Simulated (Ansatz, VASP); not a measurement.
**Two plane-wave programs on Li3TaO4**

The input INCAR:

```
PREC = Accurate ; ENCUT = 880
EDIFF = 1E-6 ; ISMEAR = 0
SIGMA = 0.05 ; LREAL = False
LASPH = True ; NELM = 120
ALGO = Normal ; ISIF = 2
LWAVE = False ; LCHARG = False
GGA = PS ; NBANDS = 33
GGA_COMPAT = False
```

KPOINTS

```
regular mesh
0
Gamma
  10 10 10
```

The input POSCAR:

```
Li3TaO4
1.0
   -2.0422644308      2.0422644308      4.2529592940
    2.0422644308     -2.0422644308      4.2529592940
    2.0422644308      2.0422644308     -4.2529592940
Li Ta O
3 1 4
Direct
    0.5076417378      0.5076417378      0.0000000000
    0.2506454185      0.7506454185      0.5000000000
    0.7506454185      0.2506454185      0.5000000000
   -0.0001880202     -0.0001880202      0.0000000000
   -0.0000954332      0.4999045668      0.5000000000
    0.7734806374      0.7734806374      0.0000000000
    0.4999045668     -0.0000954332      0.5000000000
    0.2249619820      0.2249619820      0.0000000000
```

Input for Ansatz:

```yaml
crystal:
  lattice:
    - [-2.0422644308, 2.0422644308, 4.252959294]
    - [2.0422644308, -2.0422644308, 4.252959294]
    - [2.0422644308, 2.0422644308, -4.252959294]
  atoms:
    - { symbol: Li, position: [0.5076417378, 0.5076417378, 0.0] }
    - { symbol: Li, position: [0.2506454185, 0.7506454185, 0.5] }
    - { symbol: Li, position: [0.7506454185, 0.2506454185, 0.5] }
    - { symbol: Ta, position: [-0.0001880202, -0.0001880202, 0.0] }
    - { symbol: O, position: [-9.54332e-05, 0.4999045668, 0.5] }
    - { symbol: O, position: [0.7734806374, 0.7734806374, 0.0] }
    - { symbol: O, position: [0.4999045668, -9.54332e-05, 0.5] }
    - { symbol: O, position: [0.224961982, 0.224961982, 0.0] }
basis:
  ecutwfc: 420
kpoints:
  mp_grid: { grid: [10, 10, 10] }
hamiltonian:
  xc: pbesol
scf:
  occupations: { method: gaussian, width: 0.05 }
output:
  forces: true
  stress: true
  eigenvalues: true
```

Change from the starting cell: mode 1 (-167.1 1/cm) frozen in, largest displacement +0.065 Å.

Alike in both runs: task single point; functional PBEsol; k mesh 10 × 10 × 10; occupations gaussian, width 0.05 eV; no spin polarisation.

```csv
,VASP,Ansatz
version,VASP 6.6.1,Ansatz 0.2.0
potentials or method,"VASP PAW PBE potentials, release 64 (Li_sv, Ta_sv_GW, O), cutoff 880 eV","scalar-relativistic, plane waves, PAW"
valence electrons in the cell,46,46
```

```csv
,VASP,Ansatz,Ansatz less VASP
gap on the k mesh at the Fermi level (eV),1.57,1.58,+0.006
least direct gap on the mesh (eV),1.63,1.64,+0.008
pressure (GPa),0.4,0.0,-0.38
"traceless stress, the component that is largest in VASP (GPa)",0.27,0.06,-0.212
rms of the force components (eV/Å),0.024,0.011,-0.0125
```

VASP's potentials were made for PBE, not for PBEsol. Atom by atom the forces differ by 0.020 eV/Å (rms over components).

Spin-orbit coupling is off throughout.
